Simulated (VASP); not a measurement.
**Ga: single point with BLYP**

Crystal: Ga.

```
Ga
1.0
     2.79266    0.00000    0.00000
     0.00000    2.79266    0.00000
     0.00000    0.00000    2.79266
Ga
1
Direct
  0.00000 0.00000 0.00000
```

This cell differs from its parent crystal: volume scaled by 0.96.

| Item | Value |
| --- | --- |
| Program | VASP 6.6.1 |
| Task | single point |
| Functional | BLYP |
| Potentials or basis | VASP PAW PBE potentials, release 64 (Ga_d) |
| Cutoff | 520 eV |
| k mesh | 13 × 13 × 13 |
| Occupations | fermi-dirac, width 0.1 eV |
| Spin | no spin polarisation |
| Dipole correction | no |
| Further INCAR settings | ALGO = Normal; EDIFF = 1e-06; NBANDS = 12 |

```json
{
  "Pressure": "1.3 GPa"
}
```

Levels at points of the mesh, in eV from the Fermi level:
```tsv
k point	band 2	band 3	band 4	band 5	band 6	band 7	band 8	band 9	band 10	band 11
(0.00, 0.00, 0.00)	-15.13	-14.70	-14.70	-14.70	-10.06	8.26	8.26	8.26	11.53	11.53
```

It took 29 s on 1 thread of AMD EPYC 7R13 Processor (Zen 3), with other jobs on the host, peak memory 0.12 GiB.

Caveat: the PAW data sets were made with another functional, which shifts forces and pressure a little.
